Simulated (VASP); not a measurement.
Write the native input for VASP 6.6.1 that does the following.

```
Task                   : single point
Functional             : PBEsol
Potentials or basis    : VASP PAW PBE potentials, release 64 (Sb, Pt)
Cutoff                 : 520 eV
k mesh                 : 12 × 12 × 8
Occupations            : gaussian, width 0.1 eV
Spin                   : no spin polarisation
Dipole correction      : no
Further INCAR settings : ALGO = Fast; EDIFF = 1e-06; NBANDS = 23
```

The structure of SbPt lies in POSCAR:

```
SbPt
1.0
    4.1597061293      0.0000000000      0.0000000000
   -2.0798530646      3.6024111802      0.0000000000
    0.0000000000      0.0000000000      5.4593384378
Sb Pt
2 2
Direct
    0.3333333333      0.6666666667      0.2500000000
    0.6666666667      0.3333333333      0.7500000000
    0.0000000000      0.0000000000      0.0000000000
    0.0000000000      0.0000000000      0.5000000000
```

These files were run (other wordings do the same):

INCAR

```
SYSTEM = SbPt
ALGO = Fast ; EDIFF = 1E-6
ENCUT = 520 ; GGA = PS
ISIF = 2 ; ISMEAR = 0
LASPH = .TRUE. ; LCHARG = .TRUE.
LELF = .TRUE. ; LREAL = .FALSE.
LVHAR = .TRUE. ; LWAVE = .FALSE.
NBANDS = 23 ; NELM = 100
PREC = Accurate ; SIGMA = 0.1
```

KPOINTS

```
k-points
0
G
  12 12 8
  0 0 0
```

Potentials or basis: VASP PAW PBE potentials, release 64 (Sb, Pt).

Launch:

```sh
$ cat potpaw_PBE.64/Sb/POTCAR potpaw_PBE.64/Pt/POTCAR > POTCAR
$ mpirun -np 1 vasp_std > vasp.out
```

Results of the run:

```
Pressure               : 0.8 GPa
Band gap on the k mesh : zero (bands 15 and 16 overlap by 4.09 eV)
```

Caveat: the PAW data sets were made with another functional, which shifts forces and pressure a little; spin-orbit coupling is left out, which moves the levels of the heavy elements.

Wall time 2.9 min on 1 thread of Oxide Virtual Turin-like Processor, on a shared host, peak memory 0.27 GiB.
